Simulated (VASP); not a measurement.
Y2B4HRh6 (a cell with a defect): single point with PBEsol

Y2B4HRh6 (a cell with a defect):

```
CELL_PARAMETERS angstrom
5.37364 0.00000 0.00000
-2.68682 4.65371 0.00000
0.00000 0.00000 6.29636
ATOMIC_POSITIONS crystal
Y 0.01741 0.00170 0.26880
Y 0.01743 0.00162 0.74984
B 0.66097 0.33472 0.26189
B 0.31837 0.65644 0.26170
B 0.66088 0.33483 0.75708
B 0.31838 0.65644 0.75726
Rh 0.99090 0.49084 0.00949
Rh 0.50516 0.51696 0.00945
Rh 0.47826 0.00515 0.00945
Rh 0.00009 0.49492 0.50960
Rh 0.50362 0.50080 0.50948
Rh 0.50146 0.99645 0.50932
H 0.75181 0.94787 0.00924
```

* Program: VASP 6.6.1
* Task: single point
* Functional: PBEsol
* Potentials or basis: VASP PAW PBE potentials, release 64 (Y_sv, B, Rh_pv, H)
* Cutoff: 520 eV
* k mesh: 4 × 4 × 3
* Occupations: gaussian, width 0.1 eV
* Spin: no spin polarisation

```json
{
 "Pressure": "-0.6 GPa",
 "Largest force": "0.544 eV/Å",
 "Band gap on the k mesh": "zero (an odd number of electrons rules out a gap without spin polarisation)"
}
```

Forces in eV/Å, atoms in the order of the input:
```
Y   -0.008  0.071 -0.004
Y   -0.006  0.073  0.010
B    0.022  0.005  0.002
B   -0.021  0.006  0.001
B    0.025  0.000 -0.004
B   -0.019  0.008 -0.001
Rh  -0.026  0.077 -0.001
Rh   0.055  0.083  0.000
Rh  -0.009  0.146 -0.002
Rh  -0.038  0.015 -0.005
Rh   0.021  0.019 -0.003
Rh  -0.007  0.042  0.004
H    0.009 -0.544  0.003
```

Stress tensor (GPa, compression positive):
```
 1.86  0.35  0.00
 0.35 -3.15  0.00
 0.00  0.00 -0.47
```

Levels at points of the mesh, in eV from the Fermi level:
```
           k point  band 59  band 60  band 61  band 62  band 63  band 64  band 65  band 66
(0.00, 0.00, 0.00)    -0.96    -0.95    -0.78    -0.66    -0.59    -0.27    -0.24     0.54
(0.50, 0.00, 0.00)    -1.12    -1.09    -0.82    -0.46    -0.28     0.05     0.14     1.38
(0.00, 0.50, 0.00)    -1.05    -0.94    -0.79    -0.37    -0.34    -0.07     0.19     1.02
(0.50, 0.50, 0.00)    -1.09    -1.04    -0.81    -0.41    -0.32     0.06     0.13     1.29
```

Run time: 8.5 min on 1 thread of Intel(R) Xeon(R) Platinum 8175M CPU @ 2.50GHz (Skylake/Cascade Lake), on a shared host, peak memory 0.43 GiB.

Caveat: the PAW data sets were made with another functional, which shifts forces and pressure a little.
